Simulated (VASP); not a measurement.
Set up this calculation in VASP 6.6.1, as the native input.

* Task: single point
* Functional: r2SCAN
* Potentials or basis: VASP PAW PBE potentials, release 64 (Ti_sv)
* Cutoff: 520 eV
* k mesh: 12 × 12 × 8
* Occupations: gaussian, width 0.1 eV
* Spin: no spin polarisation
* Dipole correction: no
* Further INCAR settings: ALGO = Normal; EDIFF = 1e-07; NBANDS = 19

Crystal: Ti.

```xyz
2
Lattice="2.8853 0.0000 0.0000 0.0000 2.8853 0.0000 0.0000 0.0000 4.1705" Properties=species:S:1:pos:R:3 pbc="T T T"
Ti    1.4427    0.0000    2.0852
Ti    0.0000    1.4427    0.0000
```

This cell differs from its parent crystal: atoms taken out, then relaxed in part.

These files were run (other wordings do the same):

POSCAR

```
Ti
1.0
    2.8853179795      0.0000000000      0.0000000000
    0.0000000000      2.8853179795      0.0000000000
    0.0000000000      0.0000000000      4.1704511550
Ti
2
Direct
    0.5000000000      0.0000000000      0.5000000000
    0.0000000000      0.5000000000      0.0000000000
```

INCAR.step1

```
PREC = Accurate
ENCUT = 520
ISMEAR = 0
SIGMA = 0.1
LREAL = False
LASPH = True
NELM = 100
NBANDS = 19
GGA = PE
ALGO = Normal
EDIFF = 1E-4
LWAVE = True
LCHARG = False
```

INCAR.step2

```
PREC = Accurate
ENCUT = 520
EDIFF = 1E-7
ISMEAR = 0
SIGMA = 0.1
LREAL = False
LASPH = True
NELM = 100
ALGO = Normal
ISIF = 2
LWAVE = False
LCHARG = False
METAGGA = R2SCAN
LMIXTAU = True
NBANDS = 19
ISTART = 1
```

KPOINTS

```
regular mesh
0
Gamma
  12 12 8
```

Potentials or basis: VASP PAW PBE potentials, release 64 (Ti_sv).

Command:

```console
$ cat potpaw_PBE.64/Ti_sv/POTCAR > POTCAR
$ cp INCAR.step1 INCAR
$ mpirun -np 1 vasp_std > vasp.out
$ cp INCAR.step2 INCAR
$ mpirun -np 1 vasp_std > vasp.out
```

It gave:

* Pressure: 0.4 GPa
* Band gap on the k mesh: zero (bands 12 and 13 overlap by 1.44 eV)

Caveat: the cell differs from its parent crystal (atoms taken out, then relaxed in part); the PAW data sets were made with another functional, which shifts forces and pressure a little.

Wall time 6 min on 1 thread of Intel Xeon 8259CL, with other jobs on the host, peak memory 0.21 GiB.
